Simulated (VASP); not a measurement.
Crystal: SiC.

```
Si C
1.0
     0.00000    2.17805    2.17805
     2.17805    0.00000    2.17805
     2.17805    2.17805    0.00000
Si C
1 1
Direct
  0.00000 0.00000 0.00000
  0.25000 0.25000 0.25000
```

Base run:

```yaml
Program: VASP 6.6.1
Functional: HSE06
Potentials_or_basis: VASP PAW PBE potentials, release 64 (Si, C)
Cutoff: 520 eV
k_mesh: 8 × 8 × 8
Occupations: gaussian, width 0.01 eV
Spin: no spin polarisation
```

Its results: band gap on the k mesh 2.23 eV, indirect (least direct gap 5.73 eV).

Problem. The run is repeated on the same cell with these changes: functional from HSE06 to r2SCAN; further incar settings from ALGO = Normal; EDIFF = 1e-06; NBANDS = 11 to ALGO = Normal; EDIFF = 1e-08. What comes out?

Solution. Band gap on the k mesh 1.72 eV, indirect (least direct gap 5.06 eV).

A k mesh can miss the band edges.
